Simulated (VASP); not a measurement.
# C (Fd-3m) in VASP: further runs

Aim: see how the results for C move with the level of theory and the settings. Levels: r2SCAN, PBE. Tasks: single point.

Everything below comes from runs of VASP 6.6.1. Logs are shortened: lines on timing, memory, paths and dates and some standing lists are left out, and cuts for length are marked.

### 1 The cell of the first run

It takes space group Fd-3m (No. 227, cubic). The conventional cell has a = 3.607 Å, b = 3.607 Å, c = 3.607 Å, α = 90.00°, β = 90.00°, γ = 90.00°. Within 2.1 Å of C (site symmetry -43m) lie 4 C at 1.56 Å.

### 2 Single point, r2SCAN (volume scaled by 1.040)

File POSCAR:

```
C
1.0
    0.0000000000      1.8035269738      1.8035269738
    1.8035269738      0.0000000000      1.8035269738
    1.8035269738      1.8035269738      0.0000000000
C
2
Direct
    0.0000000000      0.0000000000      0.0000000000
    0.2500000000      0.2500000000      0.2500000000
```

File INCAR.step1:

```
PREC     = Accurate       # precision mode
ENCUT    = 520            # plane-wave cutoff, eV
ISMEAR   = 0              # smearing method
SIGMA    = 0.05           # smearing width, eV
LREAL    = F              # projectors in reciprocal space
LASPH    = T              # aspherical terms in the spheres
NELM     = 80             # most SCF steps
NBANDS   = 11             # bands
GGA      = PE             # functional
ALGO     = Normal         # electronic algorithm
EDIFF    = 1E-4           # SCF threshold, eV
LWAVE    = T              # write WAVECAR
LCHARG   = F              # write CHGCAR
```

File INCAR.step2:

```
PREC     = Accurate       # precision mode
ENCUT    = 520            # plane-wave cutoff, eV
EDIFF    = 1E-7           # SCF threshold, eV
ISMEAR   = 0              # smearing method
SIGMA    = 0.05           # smearing width, eV
LREAL    = F              # projectors in reciprocal space
LASPH    = T              # aspherical terms in the spheres
NELM     = 80             # most SCF steps
ALGO     = Normal         # electronic algorithm
ISIF     = 2              # what is computed and relaxed
LWAVE    = F              # write WAVECAR
LCHARG   = T              # write CHGCAR
METAGGA  = R2SCAN         # meta-GGA
LMIXTAU  = T            
LELF     = T              # ELF
LVHAR    = T            
NBANDS   = 11             # bands
ISTART   = 1
```

File KPOINTS:

```
regular mesh
0
Gamma
  12 12 12
```

Potentials or basis: VASP PAW PBE potentials, release 64 (C).

On the command line:

```
$ cat potpaw_PBE.64/C/POTCAR > POTCAR
$ cp INCAR.step1 INCAR
$ mpirun -np 1 vasp_std > vasp.out
$ cp INCAR.step2 INCAR
$ mpirun -np 1 vasp_std > vasp.out
```

OUTCAR:

```text
PREC = Accurate
   ENCUT = 520
   EDIFF = 1E-7
   ISMEAR = 0
   LREAL = F
   LASPH = T
   NELM = 80
   ISIF = 2
   METAGGA = R2SCAN
   ISTART = 1

 ion  position               nearest neighbor table
   1  0.000  0.000  0.000-   2 1.56   2 1.56   2 1.56   2 1.56
   2  0.250  0.250  0.250-   1 1.56   1 1.56   1 1.56   1 1.56

  LATTYP: Found a face centered cubic cell.
 ALAT       =     3.6070539476

  Lattice vectors:

 A1 = (   0.0000000000,   1.8035269738,   1.8035269738)
 A2 = (   1.8035269738,   0.0000000000,   1.8035269738)
 A3 = (   1.8035269738,   1.8035269738,   0.0000000000)

Analysis of symmetry for initial positions (statically):
=====================================================================
 Subroutine PRICEL returns:
 Original cell was already a primitive cell.

 Routine SETGRP: Setting up the symmetry group for a
 face centered cubic supercell.

 Subroutine GETGRP returns: Found 48 space group operations
 (whereof 24 operations were pure point group operations)
 out of a pool of 48 trial point group operations.

The static configuration has the point symmetry T_d .
 The point group associated with its full space group is O_h .

Analysis of symmetry for dynamics (positions and initial velocities):
=====================================================================
 Subroutine PRICEL returns:
 Original cell was already a primitive cell.

 Routine SETGRP: Setting up the symmetry group for a
 face centered cubic supercell.

 Subroutine GETGRP returns: Found 48 space group operations
 (whereof 24 operations were pure point group operations)
 out of a pool of 48 trial point group operations.

The dynamic configuration has the point symmetry T_d .
 The point group associated with its full space group is O_h .

 Subroutine INISYM returns: Found 48 space group operations
 (whereof 24 operations are pure point group operations),
 and found     1 'primitive' translations

----------------------------------------------------------------------------------------

                                     Primitive cell

  volume of cell :      11.7327

  direct lattice vectors                    reciprocal lattice vectors
     0.000000000  1.803526974  1.803526974    -0.277234556  0.277234556  0.277234556
     1.803526974  0.000000000  1.803526974     0.277234556 -0.277234556  0.277234556
     1.803526974  1.803526974  0.000000000     0.277234556  0.277234556 -0.277234556

  length of vectors
     2.550572306  2.550572306  2.550572306     0.480184337  0.480184337  0.480184337

  position of ions in fractional coordinates (direct lattice)
     0.000000000  0.000000000  0.000000000
     0.250000000  0.250000000  0.250000000

  ion indices of the primitive-cell ions
   primitive index   ion index
                 1           1
                 2           2

----------------------------------------------------------------------------------------

 KPOINTS: regular mesh

Automatic generation of k-mesh.
 Grid dimensions read from file:
 generate k-points for:   12   12   12

 Generating k-lattice:

  Cartesian coordinates                     Fractional coordinates (reciprocal lattice)
    -0.023102880  0.023102880  0.023102880     0.083333333  0.000000000  0.000000000
     0.023102880 -0.023102880  0.023102880     0.000000000  0.083333333  0.000000000
     0.023102880  0.023102880 -0.023102880     0.000000000  0.000000000  0.083333333

  Length of vectors
     0.040015361  0.040015361  0.040015361

  Shift w.r.t. Gamma in fractional coordinates (k-lattice)
     0.000000000  0.000000000  0.000000000

 Subroutine IBZKPT returns following result:
 ===========================================

 Found     72 irreducible k-points:

 Following reciprocal coordinates:
            Coordinates               Weight
  0.000000  0.000000  0.000000      1.000000
  0.083333  0.000000  0.000000      8.000000
  0.166667  0.000000  0.000000      8.000000
  0.250000  0.000000  0.000000      8.000000
  0.333333  0.000000  0.000000      8.000000
  0.416667  0.000000  0.000000      8.000000
[... 16 lines left out ...]
  0.500000  0.166667  0.000000     24.000000
 -0.416667  0.166667  0.000000     24.000000
 [... further k-points ...]
   k-points           NKPTS =     72   k-points in BZ     NKDIM =     72   number of bands    NBANDS=     11
   number of dos      NEDOS =    301   number of ions     NIONS =      2
   total plane-waves  NPLWV =   8000
   dimension x,y,z NGX =    20 NGY =   20 NGZ =   20
   dimension x,y,z NGXF=    40 NGYF=   40 NGZF=   40
   ions per type =               2
   NGX,Y,Z   is equivalent  to a cutoff of  13.04, 13.04, 13.04 a.u.
   NGXF,Y,Z  is equivalent  to a cutoff of  26.07, 26.07, 26.07 a.u.
 SYSTEM =  unknown system
   PREC   = accura    normal or accurate (medium, high low for compatibility)
   ISTART =      1    job   : 0-new  1-cont  2-samecut
   ICHARG =      0    charge: 1-file 2-atom 10-const
   ISPIN  =      1    spin polarized calculation?
[... 57 lines left out ...]
 fundamental gap:      4.2637973616
 Fermi energy:         9.4337206945

 k-point     1 :       0.0000    0.0000    0.0000
  band No.  band energies     occupation
      1     -13.0051      2.00000
      2       9.2290      2.00000
      3       9.2290      2.00000
      4       9.2290      2.00000
      5      14.9718      0.00000
      6      14.9718      0.00000
      7      14.9718      0.00000
      8      22.2474      0.00000
      9      29.1639      0.00000
     10      36.2463      0.00000
     11      36.2463      0.00000

 k-point     2 :       0.0833    0.0000    0.0000
  band No.  band energies     occupation
      1     -12.8087      2.00000
      2       7.9459      2.00000
      3       8.8968      2.00000
      4       8.8968      2.00000
      5      15.4077      0.00000
      6      15.4077      0.00000
      7      15.6965      0.00000
      8      22.4769      0.00000
      9      29.5047      0.00000
     10      34.2513      0.00000
     11      34.2513      0.00000

 k-point     3 :       0.1667    0.0000    0.0000
  band No.  band energies     occupation
      1     -12.2225      2.00000
      2       5.3158      2.00000
      3       8.1750      2.00000
      4       8.1750      2.00000
      5      16.3566      0.00000
      6      16.3566      0.00000
      7      16.7391      0.00000
      8      23.1450      0.00000
      9      30.2200      0.00000
     10      32.6504      0.00000
     11      32.6504      0.00000

 k-point     4 :       0.2500    0.0000    0.0000
  band No.  band energies     occupation
      1     -11.2565      2.00000
      2       2.3870      2.00000
      3       7.4302      2.00000
      4       7.4302      2.00000
      5      17.2467      0.00000
      6      17.2467      0.00000
      7      17.3816      0.00000
      8      24.0811      0.00000
      9      30.6548      0.00000
     10      32.2407      0.00000
     11      32.2407      0.00000

 k-point     5 :       0.3333    0.0000    0.0000
  band No.  band energies     occupation
      1      -9.9374      2.00000
      2      -0.4652      2.00000
      3       6.8385      2.00000
      4       6.8385      2.00000
      5      17.7002      0.00000
      6      17.7600      0.00000
      7      17.7600      0.00000
      8      24.9472      0.00000
      9      30.8647      0.00000
     10      33.1072      0.00000
     11      33.1072      0.00000
[... 211 lines left out ...]
 k-point    21 :       0.3333    0.1667    0.0000
  band No.  band energies     occupation
      1     -10.1726      2.00000
      2       1.7129      2.00000
      3       5.2975      2.00000
      4       5.6433      2.00000
      5      15.4028      0.00000
      6      20.1529      0.00000
      7      20.4163      0.00000
      8      21.3619      0.00000
      9      30.6130      0.00000
     10      31.7217      0.00000
     11      36.9443      0.00000

 k-point    22 :       0.4167    0.1667    0.0000
  band No.  band energies     occupation
      1      -8.7634      2.00000
      2      -0.8972      2.00000
      3       4.7805      2.00000
      4       5.0710      2.00000
      5      16.0911      0.00000
      6      20.4297      0.00000
      7      20.5586      0.00000
      8      22.3383      0.00000
      9      31.0903      0.00000
     10      32.2953      0.00000
     11      37.3877      0.00000

 k-point    23 :       0.5000    0.1667    0.0000
  band No.  band energies     occupation
      1      -7.2019      2.00000
      2      -3.1383      2.00000
      3       4.0500      2.00000
      4       5.1574      2.00000
      5      16.5303      0.00000
      6      20.2805      0.00000
      7      20.5189      0.00000
      8      24.0064      0.00000
      9      30.1198      0.00000
     10      33.7638      0.00000
     11      36.5926      0.00000

 k-point    24 :      -0.4167    0.1667    0.0000
  band No.  band energies     occupation
      1      -6.8018      2.00000
      2      -3.6267      2.00000
      3       3.5584      2.00000
      4       5.5421      2.00000
      5      16.9725      0.00000
      6      19.7718      0.00000
      7      20.5035      0.00000
      8      25.1930      0.00000
      9      29.3857      0.00000
     10      34.1128      0.00000
     11      34.5677      0.00000

 [... further k-points ...]
[... 5 lines left out ...]
  --------------------------------------------------------------------------------------
  -------------------------------------------------------------------------------------
  Total       -1.1318486     -1.1318486     -1.1318486      0.0000000      0.0000000     -0.0000000
  in kB     -154.5613800   -154.5613800   -154.5613800      0.0000000      0.0000000     -0.0000000
  external PRESSURE =    -154.5613800 kB  Pullay stress =       0.0000000 kB

 VOLUME and BASIS-vectors are now :
 -----------------------------------------------------------------------------
  energy-cutoff  :      520.00
  volume of cell :       11.73
      direct lattice vectors                 reciprocal lattice vectors
     0.000000000  1.803526974  1.803526974    -0.277234556  0.277234556  0.277234556
     1.803526974  0.000000000  1.803526974     0.277234556 -0.277234556  0.277234556
     1.803526974  1.803526974  0.000000000     0.277234556  0.277234556 -0.277234556

 POSITION                                       TOTAL-FORCE (eV/Angst)
 -----------------------------------------------------------------------------------
      0.00000      0.00000      0.00000        -0.000000     -0.000000     -0.000000
      0.90176      0.90176      0.90176         0.000000      0.000000      0.000000
 -----------------------------------------------------------------------------------
    total drift:                                0.000000      0.000000      0.000000

  FREE ENERGIE OF THE ION-ELECTRON SYSTEM (eV)
  ---------------------------------------------------
  free  energy   TOTEN  =       -19.6372237847 eV

  energy  without entropy=      -19.6372237847  energy(sigma->0) =      -19.63722378
```

Wall time 26 s (1 thread of Intel Xeon 6975P-C, shared host); peak memory 0.12 GiB.

Results:

| Quantity | Value |
| --- | --- |
| Free energy | -19.6372 eV |
| Pressure | -15.5 GPa |
| Band gap on the k mesh | 4.26 eV, indirect (least direct gap 5.74 eV) |

Levels at points of the mesh, in eV from the valence-band top:
| k point | band 2 | band 3 | band 4 | band 5 | band 6 | band 7 |
| --- | --- | --- | --- | --- | --- | --- |
| (0.00, 0.00, 0.00) | 0.00 | 0.00 | 0.00 | 5.74 | 5.74 | 5.74 |
| (0.50, 0.00, 0.00) | -13.67 | -2.89 | -2.89 | 8.66 | 8.73 | 8.73 |
| (0.50, 0.50, 0.00) | -13.34 | -6.45 | -6.45 | 4.92 | 4.92 | 17.35 |

Caveat: the cell differs from its parent crystal (volume scaled by 1.040); the PAW data sets were made with another functional, which shifts forces and pressure a little.

### 3 Single point, r2SCAN

This run uses another cell than the first one, of 5.64 Å³/atom, 0.962 times its volume.

File POSCAR:

```
C
1.0
    0.0000000000      1.7801018941      1.7801018941
    1.7801018941      0.0000000000      1.7801018941
    1.7801018941      1.7801018941      0.0000000000
C
2
Direct
    0.0000000000      0.0000000000      0.0000000000
    0.2500000000      0.2500000000      0.2500000000
```

File INCAR.step1:

```
  PREC = Accurate
  ENCUT = 910
  ISMEAR = 0
  SIGMA = 0.05
  LREAL = F
  LASPH = T
  NELM = 120
  NBANDS = 11
  GGA = PE
  ALGO = Normal
  EDIFF = 1E-5
  LWAVE = T
  LCHARG = F
  GGA_COMPAT = F
```

File INCAR.step2:

```
  PREC = Accurate
  ENCUT = 910
  EDIFF = 1E-6
  ISMEAR = 0
  SIGMA = 0.05
  LREAL = F
  LASPH = T
  NELM = 120
  ALGO = Normal
  ISIF = 2
  LWAVE = F
  LCHARG = T
  METAGGA = R2SCAN
  LMIXTAU = T
  LELF = T
  LVHAR = T
  NBANDS = 11
  ISTART = 1
  GGA_COMPAT = F
```

KPOINTS is that of step 2.

Potentials or basis: VASP PAW PBE potentials, release 64 (C_h).

On the command line:

```
$ cat potpaw_PBE.64/C_h/POTCAR > POTCAR
$ cp INCAR.step1 INCAR
$ mpirun -np 1 vasp_std > vasp.out
$ cp INCAR.step2 INCAR
$ mpirun -np 1 vasp_std > vasp.out
```

Wall time 58 s (1 thread of AMD EPYC 9R45 (Zen 5), shared host); peak memory 0.13 GiB.

Results (log left out):

```
Free energy            : -19.7195 eV
Pressure               : -0.8 GPa
Band gap on the k mesh : 4.39 eV, indirect (least direct gap 5.89 eV)
```

Levels at points of the mesh, in eV from the valence-band top:
```csv
k point,band 1,band 2,band 3,band 4,band 5,band 6,band 7,band 8
"(0.00, 0.00, 0.00)",-22.75,0.00,0.00,0.00,5.89,5.89,5.89,13.99
"(0.50, 0.00, 0.00)",-16.77,-14.08,-2.98,-2.98,8.94,8.94,9.23,16.79
"(0.50, 0.50, 0.00)",-13.61,-13.61,-6.68,-6.68,5.04,5.04,18.00,18.00
```

Caveat: the cutoff is under 1.25 times the usual one of these potentials, so pressure, stress and relaxed cells hold a basis-set (Pulay) error; the PAW data sets were made with another functional, which shifts forces and pressure a little.

### 4 Single point, PBE

This run uses another cell than the first one, of 5.67 Å³/atom, 0.967 times its volume.

File INCAR:

```
SYSTEM = C
PREC = Accurate
ENCUT = 600
EDIFF = 1E-6
ISMEAR = 0
SIGMA = 0.05
LREAL = .FALSE.
LASPH = .TRUE.
NELM = 120
ALGO = Normal
ISIF = 2
LWAVE = .FALSE.
LCHARG = .FALSE.
GGA = PE
NBANDS = 11
GGA_COMPAT = .FALSE.
```

File KPOINTS:

```
Automatic mesh
0
G
  10 10 10
  0 0 0
```

File POSCAR:

```
C
1.0
    0.0000000000      1.7833700000      1.7833700000
    1.7833700000      0.0000000000      1.7833700000
    1.7833700000      1.7833700000      0.0000000000
C
2
Direct
    0.0000000000      0.0000000000      0.0000000000
    0.2500000000      0.2500000000      0.2500000000
```

Potentials or basis: VASP PAW PBE potentials, release 64 (C).

On the command line:

```
$ cat potpaw_PBE.64/C/POTCAR > POTCAR
$ mpirun -np 1 vasp_std > vasp.out
```

Wall time 11 s (1 thread of Intel Xeon 8259CL, shared host); peak memory 0.12 GiB.

Results (log left out):

- Free energy: -18.1900 eV
- Pressure: 1.8 GPa
- Band gap on the k mesh: 4.17 eV, indirect (least direct gap 5.59 eV)

Levels at points of the mesh, in eV from the valence-band top:
```tsv
k point	band 2	band 3	band 4	band 5	band 6	band 7
(0.00, 0.00, 0.00)	0.00	0.00	0.00	5.59	5.59	5.59
(0.50, 0.00, 0.00)	-13.37	-2.80	-2.80	8.46	8.46	8.85
(0.50, 0.50, 0.00)	-12.76	-6.30	-6.30	4.76	4.76	16.80
```

A k mesh can miss the band edges.

### 5 Single point, PBE

This run uses another cell than the first one, of 5.74 Å³/atom, 0.978 times its volume.

File INCAR:

```
SYSTEM = C
  ALGO = Normal
  EDIFF = 1E-6
  ENCUT = 600
  GGA = PE
  GGA_COMPAT = .False.
  ISIF = 2
  ISMEAR = 0
  LASPH = .True.
  LCHARG = .False.
  LREAL = .False.
  LWAVE = .False.
  NBANDS = 11
  NELM = 120
  PREC = Accurate
  SIGMA = 0.05
```

File KPOINTS:

```
k-points
0
Gamma
  10 10 10
  0 0 0
```

File POSCAR:

```
C
1.0
    0.0000000000      1.7903363031      1.7903363031
    1.7903363031      0.0000000000      1.7903363031
    1.7903363031      1.7903363031      0.0000000000
C
2
Direct
    0.0000000000      0.0000000000      0.0000000000
    0.2500000000      0.2500000000      0.2500000000
```

On the command line:

```
$ cat potpaw_PBE.64/C/POTCAR > POTCAR
$ mpirun -np 1 vasp_std > vasp.out
```

Run time: 10 s. Hardware: 1 thread of Intel Xeon 8259CL, shared host; peak memory 0.11 GiB.

Results (log left out):

| Quantity | Value |
| --- | --- |
| Free energy | -18.1899 eV |
| Pressure | -3.3 GPa |
| Band gap on the k mesh | 4.15 eV, indirect (least direct gap 5.56 eV) |

Levels at points of the mesh, in eV from the valence-band top:
```tsv
k point	band 2	band 3	band 4	band 5	band 6	band 7
(0.00, 0.00, 0.00)	0.00	0.00	0.00	5.56	5.56	5.56
(0.50, 0.00, 0.00)	-13.24	-2.77	-2.77	8.41	8.41	8.69
(0.50, 0.50, 0.00)	-12.68	-6.23	-6.23	4.74	4.74	16.63
```

### 6 Summary

| level | potentials or basis | cell | k mesh | cutoff (eV) | second run | gap on the mesh (eV) | pressure (GPa) |
| --- | --- | --- | --- | --- | --- | --- | --- |
| r2SCAN | VASP PAW PBE potentials, release 64 (C) | a = 2.551 Å, angles 60.0°, 2 atoms | 12 × 12 × 12 | 520 | - | 4.26 | -15.5 |
| r2SCAN | VASP PAW PBE potentials, release 64 (C_h) | a = 2.517 Å, angles 60.0°, 2 atoms | 12 × 12 × 12 | 910 | hard_potentials | 4.39 | -0.8 |
| PBE | VASP PAW PBE potentials, release 64 (C) | a = 2.522 Å, angles 60.0°, 2 atoms | 10 × 10 × 10 | 600 | - | 4.17 | 1.8 |
| PBE | VASP PAW PBE potentials, release 64 (C) | a = 2.532 Å, angles 60.0°, 2 atoms | 10 × 10 × 10 | 600 | - | 4.15 | -3.3 |

Alike in all rows: task single point; no spin polarisation; smearing gaussian 0.05 eV.

Caveats: the PAW data sets were made with another functional, which shifts forces and pressure a little (some runs); the cutoff is under 1.25 times the usual one of these potentials, so pressure, stress and relaxed cells hold a basis-set (Pulay) error (some runs).

Absolute energies hang on the potentials; compare differences alone.
